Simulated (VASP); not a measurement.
# Ga (I4/mmm) in VASP: single point with PBEsol

Aim: the single point of Ga with PBEsol.

Program: VASP 6.6.1. These are calculated values, not measurements. Logs are shortened: lines on timing, memory, paths and dates and some standing lists are left out, and cuts for length are marked.

**1. The cell of the first run**

The structure is tetragonal, space group I4/mmm (No. 139). Conventional cell: a = 2.892 Å, b = 2.892 Å, c = 4.391 Å, α = 90.00°, β = 90.00°, γ = 90.00°. Ga (site symmetry 4/mmm) has 12 Ga at 2.89 to 3.00 Å within 3.8 Å.

**2. Single point, PBEsol (strain +0.030 along x and y, -0.015 along z)**

INCAR reads:

```
PREC     = Accurate       # precision mode
ENCUT    = 520            # plane-wave cutoff, eV
EDIFF    = 1E-6           # SCF threshold, eV
ISMEAR   = 0              # smearing method
SIGMA    = 0.15           # smearing width, eV
LREAL    = F              # projectors in reciprocal space
LASPH    = T              # aspherical terms in the spheres
NELM     = 80             # most SCF steps
ALGO     = Fast           # electronic algorithm
ISIF     = 2              # what is computed and relaxed
LWAVE    = F              # write WAVECAR
LCHARG   = F              # write CHGCAR
GGA      = PS             # functional
NBANDS   = 12             # bands
```

KPOINTS reads:

```
Automatic mesh
0
Gamma
  24 24 24
```

POSCAR reads:

```
Ga
1.0
   -1.4461200000      1.4461200000      2.1955650000
    1.4461200000     -1.4461200000      2.1955650000
    1.4461200000      1.4461200000     -2.1955650000
Ga
1
Direct
    0.0000000000      0.0000000000      0.0000000000
```

Potentials or basis: VASP PAW PBE potentials, release 64 (Ga_d).

Run with:

```
> cat potpaw_PBE.64/Ga_d/POTCAR > POTCAR
> mpirun -np 1 vasp_std > vasp.out
```

OUTCAR:

```text
PREC = Accurate
   ENCUT = 520
   EDIFF = 1E-6
   ISMEAR = 0
   LREAL = F
   LASPH = T
   NELM = 80
   ISIF = 2
   GGA = PS

 ion  position               nearest neighbor table
   1  0.000  0.000  0.000-

  LATTYP: Found a body centered tetragonal cell.
 ALAT       =     2.8922400000
 C/A-ratio  =     1.5182453738

  Lattice vectors:

 A1 = (  -1.4461200000,   1.4461200000,   2.1955650000)
 A2 = (   1.4461200000,  -1.4461200000,   2.1955650000)
 A3 = (   1.4461200000,   1.4461200000,  -2.1955650000)

Analysis of symmetry for initial positions (statically):
=====================================================================
 Subroutine PRICEL returns:
 Original cell was already a primitive cell.

 Routine SETGRP: Setting up the symmetry group for a
 body centered tetragonal supercell.

 Subroutine GETGRP returns: Found 16 space group operations
 (whereof 16 operations were pure point group operations)
 out of a pool of 16 trial point group operations.

The static configuration has the point symmetry D_4h.

Analysis of symmetry for dynamics (positions and initial velocities):
=====================================================================
 Subroutine PRICEL returns:
 Original cell was already a primitive cell.

 Routine SETGRP: Setting up the symmetry group for a
 body centered tetragonal supercell.

 Subroutine GETGRP returns: Found 16 space group operations
 (whereof 16 operations were pure point group operations)
 out of a pool of 16 trial point group operations.

The dynamic configuration has the point symmetry D_4h.

 Subroutine INISYM returns: Found 16 space group operations
 (whereof 16 operations are pure point group operations),
 and found     1 'primitive' translations

----------------------------------------------------------------------------------------

                                     Primitive cell

  volume of cell :      18.3660

  direct lattice vectors                    reciprocal lattice vectors
    -1.446120000  1.446120000  2.195565000     0.000000000  0.345752773  0.227731814
     1.446120000 -1.446120000  2.195565000     0.345752773  0.000000000  0.227731814
     1.446120000  1.446120000 -2.195565000     0.345752773  0.345752773  0.000000000

  length of vectors
     3.000505254  3.000505254  3.000505254     0.414012994  0.414012994  0.488968261

  position of ions in fractional coordinates (direct lattice)
     0.000000000  0.000000000  0.000000000

  ion indices of the primitive-cell ions
[... 81 lines left out ...]
   ISYM   =      2    0-nonsym 1-usesym 2-fastsym
   POTIM  = 0.5000    time-step for ionic-motion
   TEBEG  =    0.0;   TEEND  =   0.0 temperature during run
   PSTRESS=    0.0 pullay stress
   NELECT =      13.0000    total number of electrons
   NUPDOWN=      -1.0000    fix difference up-down
   EMIN   =  10.00;   EMAX   =-10.00  energy-range for DOS
   EFERMI =   0.00;   METHOD = LEGACY
   ISMEAR =     0;   SIGMA  =   0.15  broadening in eV -4-tet -1-fermi 0-gaus
   EFERMI_NEDOS =   21; number of points for ismear=-14 and -15
   IALGO  =     68    algorithm
   IMIX   =      4    mixing-type and parameters
     AMIX     =   0.40;   BMIX     =  1.00
     AMIX_MAG =   1.60;   BMIX_MAG =  1.00
  volume/ion in A,a.u.               =      18.37       123.94
  Fermi-wavevector in a.u.,A,eV,Ry     =   1.458985  2.757083 28.961886  2.128639
  Thomas-Fermi vector in A             =   2.575606
   LORBIT       =      0    0 simple, 1 ext, 2 COOP (PROOUT), +10 PAW based schemes
   GGA     = PS    functional components
   LHFCALC =     F    Hartree Fock is set to
   AEXX    =    0.0000 exact exchange contribution
   IVDW    =     0    specifies the selected vdW correction
   LEPSILON=     F    determine dielectric tensor
   LRPA    =     F    only Hartree local field effects (RPA)
 non-spin polarized calculation
 RMM-DIIS sequential band-by-band and
 Gauss-broadening in eV      SIGMA  =   0.15
  energy-cutoff  :      520.00
  volume of cell :       18.37
 maximum number of plane-waves:       517
   NGX = 11   NGY = 11   NGZ = 11

 number of electron      13.0000002 magnetization

 Free energy of the ion-electron system (eV)
  ---------------------------------------------------
  ext. energy  EPLUGINS =         0.00000000
  ---------------------------------------------------
  free energy    TOTEN  =        -3.33358001 eV

  energy without entropy =       -3.33007283  energy(sigma->0) =       -3.33182642

 E-fermi :   5.6631     XC(G=0): -11.2870

 val. band max:        5.6478317836   @ k =  -0.3750  -0.3750   0.0833
 cond. band min:       5.6920520865   @ k =   0.3750   0.2917   0.1667
 fundamental gap:      0.0442203029
 Fermi energy:         5.6630772864

 k-point     1 :       0.0000    0.0000    0.0000
  band No.  band energies     occupation
      1      -9.2536      2.00000
      2      -9.1831      2.00000
      3      -9.1831      2.00000
      4      -9.1173      2.00000
      5      -9.0404      2.00000
      6      -5.6057      2.00000
      7      18.1376      0.00000
      8      18.1376      0.00000
      9      18.2265      0.00000
     10      21.7240      0.00000
     11      21.7795      0.00000
     12      22.1627      0.00000
[... 331 lines left out ...]
 k-point    24 :       0.4583    0.0417    0.0000
  band No.  band energies     occupation
      1      -9.2897      2.00000
      2      -9.2307      2.00000
      3      -9.1705      2.00000
      4      -8.9825      2.00000
      5      -8.9584      2.00000
      6       0.2942      2.00000
      7       2.0808      2.00000
      8      14.6440      0.00000
      9      16.0673      0.00000
     10      19.0777      0.00000
     11      19.8779      0.00000
     12      21.7736      0.00000

 [... further k-points ...]

------------------------ aborting loop because EDIFF is reached ----------------------------------------

  FORCE on cell =-STRESS in cart. coord.  units (eV):
  Direction    XX          YY          ZZ          XY          YZ          ZX
  --------------------------------------------------------------------------------------
  -------------------------------------------------------------------------------------
  Total       -0.2259630     -0.2259630     -0.1963916      0.0000000     -0.0000000      0.0000000
  in kB      -19.7121069    -19.7121069    -17.1324151      0.0000000     -0.0000000      0.0000000
  external PRESSURE =     -18.8522096 kB  Pullay stress =       0.0000000 kB

 VOLUME and BASIS-vectors are now :
 -----------------------------------------------------------------------------
  energy-cutoff  :      520.00
  volume of cell :       18.37
      direct lattice vectors                 reciprocal lattice vectors
    -1.446120000  1.446120000  2.195565000     0.000000000  0.345752773  0.227731814
     1.446120000 -1.446120000  2.195565000     0.345752773  0.000000000  0.227731814
     1.446120000  1.446120000 -2.195565000     0.345752773  0.345752773  0.000000000

 POSITION                                       TOTAL-FORCE (eV/Angst)
 -----------------------------------------------------------------------------------
      0.00000      0.00000      0.00000         0.000000      0.000000      0.000000
 -----------------------------------------------------------------------------------
    total drift:                                0.000000      0.000000     -0.000000

  FREE ENERGIE OF THE ION-ELECTRON SYSTEM (eV)
  ---------------------------------------------------
  free  energy   TOTEN  =        -3.3335800080 eV

  energy  without entropy=       -3.3300728299  energy(sigma->0) =       -3.33182642
```

OSZICAR:

```text
N       E                     dE             d eps       ncg     rms          rms(c)
DAV:   1     0.435934321413E+02    0.43593E+02   -0.66846E+03 27488   0.189E+03
DAV:   2    -0.121697794570E+01   -0.44810E+02   -0.43055E+02 26984   0.263E+02
DAV:   3    -0.335909673398E+01   -0.21421E+01   -0.21375E+01 29272   0.459E+01
DAV:   4    -0.337655613494E+01   -0.17459E-01   -0.17457E-01 29672   0.443E+00
DAV:   5    -0.337674356914E+01   -0.18743E-03   -0.18743E-03 30232   0.440E-01    0.944E-01
RMM:   6    -0.334118829873E+01    0.35555E-01   -0.43456E-02 35824   0.298E+00    0.448E-01
RMM:   7    -0.333442316051E+01    0.67651E-02   -0.12386E-02 38281   0.117E+00    0.133E-01
RMM:   8    -0.333357192369E+01    0.85124E-03   -0.13208E-03 38274   0.366E-01    0.108E-02
RMM:   9    -0.333357630528E+01   -0.43816E-05   -0.18089E-04 39342   0.182E-01    0.775E-03
RMM:  10    -0.333357987029E+01   -0.35650E-05   -0.30725E-05 39882   0.671E-02    0.544E-04
RMM:  11    -0.333358000799E+01   -0.13771E-06   -0.32441E-06 24547   0.186E-02
   1 F= -.33335800E+01 E0= -.33318264E+01  d E =-.350718E-02
```

Wall time 2.2 min (1 thread of Intel Xeon Platinum 8259CL at 2.50GHz (Skylake/Cascade Lake), shared host); peak memory 0.33 GiB.

What came out:

| Property | Result |
| --- | --- |
| Free energy | -3.3336 eV |
| Pressure | -1.9 GPa |
| Band gap on the k mesh | zero (an odd number of electrons rules out a gap without spin polarisation) |

Caveat: the cell differs from its parent crystal (strain +0.030 along x and y, -0.015 along z); the PAW data sets were made with another functional, which shifts forces and pressure a little.
